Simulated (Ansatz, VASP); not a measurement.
# One calculation of Ge, two programs

File INCAR:

```
SYSTEM = Ge
PREC = Accurate ; ENCUT = 520
EDIFF = 1E-6 ; ISMEAR = 0
SIGMA = 0.15 ; LREAL = .False.
LASPH = .True. ; NELM = 100
ALGO = Normal ; ISIF = 2
LWAVE = .False. ; LCHARG = .True.
GGA = PS ; LELF = .True.
LVHAR = .True. ; NBANDS = 66
```

KPOINTS

```
regular mesh
0
Gamma
  9 9 9
  0 0 0
```

File POSCAR:

```
Ge
1.0
    5.1701000000      2.9849586267      1.7183666667
   -5.1701000000      2.9849586267      1.7183666667
    0.0000000000     -5.9699172535      1.7183666667
Ge
8
Direct
    0.7160166262      0.7160166262      0.7160166262
    0.2839833738      0.2839833738      0.2839833738
    0.0302911486      0.7262027915      0.5337905696
    0.5337905696      0.0302911486      0.7262027915
    0.7262027915      0.5337905696      0.0302911486
    0.9697088514      0.2737972085      0.4662094304
    0.4662094304      0.9697088514      0.2737972085
    0.2737972085      0.4662094304      0.9697088514
```

Input for Ansatz:

```yaml
crystal:
  lattice:
    - [5.1701, 2.9849586267, 1.7183666667]
    - [-5.1701, 2.9849586267, 1.7183666667]
    - [0.0, -5.9699172535, 1.7183666667]
  atoms:
    - { symbol: Ge, position: [0.7160166262, 0.7160166262, 0.7160166262] }
    - { symbol: Ge, position: [0.2839833738, 0.2839833738, 0.2839833738] }
    - { symbol: Ge, position: [0.0302911486, 0.7262027915, 0.5337905696] }
    - { symbol: Ge, position: [0.5337905696, 0.0302911486, 0.7262027915] }
    - { symbol: Ge, position: [0.7262027915, 0.5337905696, 0.0302911486] }
    - { symbol: Ge, position: [0.9697088514, 0.2737972085, 0.4662094304] }
    - { symbol: Ge, position: [0.4662094304, 0.9697088514, 0.2737972085] }
    - { symbol: Ge, position: [0.2737972085, 0.4662094304, 0.9697088514] }
basis:
  ecutwfc: 420
kpoints:
  mp_grid: { grid: [9, 9, 9] }
hamiltonian:
  xc: pbesol
  pseudopotentials: { kind: paw, azcp: { folder: soft_1 } }
scf:
  occupations: { method: gaussian, width: 0.15 }
output:
  forces: true
  stress: true
  eigenvalues: true
  write_density: true
  write_potential: true
  elf: true
  volumetric_format: npy
```

Alike in both runs: task single point; functional PBEsol; k mesh 9 × 9 × 9; occupations gaussian, width 0.15 eV; no spin polarisation.

```csv
,VASP,Ansatz
version,VASP 6.6.1,Ansatz 0.2.0
potentials or method,"VASP PAW PBE potentials, release 64 (Ge_d), cutoff 520 eV","scalar-relativistic, plane waves, PAW"
valence electrons in the cell,112,112
```

```tsv
	VASP	Ansatz	Ansatz less VASP
gap on the k mesh at the Fermi level (eV)	none	none	-
pressure (GPa)	5.4	5.4	+0.01
traceless stress, the component that is largest in VASP (GPa)	13.16	13.15	-0.011
rms of the force components (eV/Å)	1.116	1.120	+0.0039
```

VASP's potentials were made for PBE, not for PBEsol, and Ansatz warns of the same on its side. Atom by atom the forces differ by 0.004 eV/Å (rms over components). A gap of «none» marks a metal or a gap that the smearing closes. The functional is the same, so the differences come from potentials, cutoffs and numerics.
